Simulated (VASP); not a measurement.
# SiB4Mo: single point with PBE

Crystal: SiB4Mo.

```xyz
6
Lattice="2.7576 -3.5702 0.0000 2.7576 3.5702 0.0000 0.0000 0.0000 3.1486" Properties=species:S:1:pos:R:3 pbc="T T T"
Si    0.0000    0.0000    1.5743
B     3.5470   -2.3167    0.0000
B     1.9683    2.3167    0.0000
B     3.5470    2.3167    0.0000
B     1.9683   -2.3167    0.0000
Mo    2.7576    0.0000    0.0000
```

The cell was built from a structure type or drawn by symmetry, and may not be a known phase.

```json
{
  "Program": "VASP 6.6.1",
  "Task": "single point",
  "Functional": "PBE",
  "Potentials or basis": "VASP PAW PBE potentials, release 64 (Si, B, Mo_sv)",
  "Cutoff": "520 eV",
  "k mesh": "10 × 10 × 12",
  "Occupations": "gaussian, width 0.1 eV",
  "Spin": "no spin polarisation"
}
```

```json
{
  "Pressure": "0.1 GPa",
  "Largest force": "0.007 eV/Å",
  "Band gap on the k mesh": "zero (bands 15 and 16 overlap by 2.12 eV)"
}
```

Forces in eV/Å, atoms in the order of the input:
```
Si   0.000  0.000  0.000
B    0.005 -0.005  0.000
B   -0.005  0.005  0.000
B    0.005  0.005  0.000
B   -0.005 -0.005  0.000
Mo   0.000  0.000  0.000
```

Stress tensor (GPa, compression positive):
```
 0.24  0.00  0.00
 0.00  0.12  0.00
 0.00  0.00 -0.08
```

Levels at points of the mesh, in eV from the Fermi level:
```tsv
k point	band 13	band 14	band 15	band 16	band 17	band 18
(0.00, 0.00, 0.00)	-2.11	0.20	0.47	1.89	2.27	2.40
(0.50, 0.00, 0.00)	-2.20	-0.49	0.43	1.46	2.31	2.53
(0.50, 0.50, 0.00)	-1.79	-1.78	-0.71	-0.62	2.10	2.25
(0.00, 0.00, 0.50)	-3.19	-1.28	-1.26	-0.78	1.29	2.19
(0.50, 0.00, 0.50)	-2.47	-2.38	-1.94	-0.91	2.17	2.60
(0.50, 0.50, 0.50)	-2.79	-0.17	0.03	0.16	1.28	1.68
```

It took 6.8 min on 1 thread of Intel Xeon 8259CL, on a shared host, peak memory 0.41 GiB.
